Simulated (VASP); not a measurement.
Crystal: Ni.

```xyz
2
Lattice="0.0000 -1.7724 -1.7724 -3.5448 -1.7724 -1.7724 0.0000 1.7724 -1.7724" Properties=species:S:1:pos:R:3 pbc="T T T"
Ni    0.0000    0.0000    0.0000
Ni   -1.7724    0.0000   -1.7724
```

Base run:

```yaml
Program: VASP 6.6.1
Functional: LDA
Potentials_or_basis: VASP PAW LDA potentials, release 64 (Ni)
Cutoff: 520 eV
k_mesh: 12 × 7 × 10
Occupations: fermi-dirac, width 0.1 eV
Spin: collinear spin, ferromagnetic start
Starting_moments: "[2.0, 2.0] μB"
```

Its results: pressure -20.1 GPa; net moment 1.18 μB per cell.

Problem. The run is repeated on the same cell with these changes: spin from collinear spin, ferromagnetic start to collinear spin; moments at the start from [2.0, 2.0] to [0.06, 0.06]. What comes out?

Solution. Pressure -20.9 GPa; net moment 0.00 μB per cell.

Caveats: the cell stands under tension.
